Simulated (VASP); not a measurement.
Here is a VASP 6.6.1 calculation.

INCAR

```
SYSTEM = Ti2B2Os
ALGO = Fast
EDIFF = 1E-6
ENCUT = 520
GGA = PE
ISIF = 2
ISMEAR = 0
LASPH = .True.
LCHARG = .False.
LREAL = .False.
LWAVE = .False.
NBANDS = 27
NELM = 60
PREC = Accurate
SIGMA = 0.1
```

Contents of KPOINTS:

```
k-points
0
Gamma
  12 12 8
  0 0 0
```

The input POSCAR:

```
Ti2B2Os
1.0
    3.9824651126      0.0000000000      0.0000000000
   -1.9912325563      3.4489159572      0.0000000000
    0.0000000000      0.0000000000      4.7251430691
Ti B Os
2 2 1
Direct
    0.6666666667      0.3333333333      0.0000000000
    0.6666666667      0.3333333333      0.5000000000
    0.0000000000      0.0000000000      0.3050017930
    0.0000000000      0.0000000000      0.6949982070
    0.3333333333      0.6666666667      0.0000000000
```

Potentials or basis: VASP PAW PBE potentials, release 64 (Ti_sv, B, Os).

The run is started by

```bash
$ cat potpaw_PBE.64/Ti_sv/POTCAR potpaw_PBE.64/B/POTCAR potpaw_PBE.64/Os/POTCAR > POTCAR
$ mpirun -np 1 vasp_std > vasp.out
```

Question: Estimate the band gap on the k mesh.

Answer: Zero (bands 19 and 20 overlap by 1.38 eV).

Question: What does it give for the pressure?

Answer: 0.3 GPa.

Stress tensor (GPa, compression positive):
```
0.44 0.00 0.00
0.00 0.44 0.00
0.00 0.00 0.04
```

Caveat: spin-orbit coupling is left out, which moves the levels of the heavy elements.
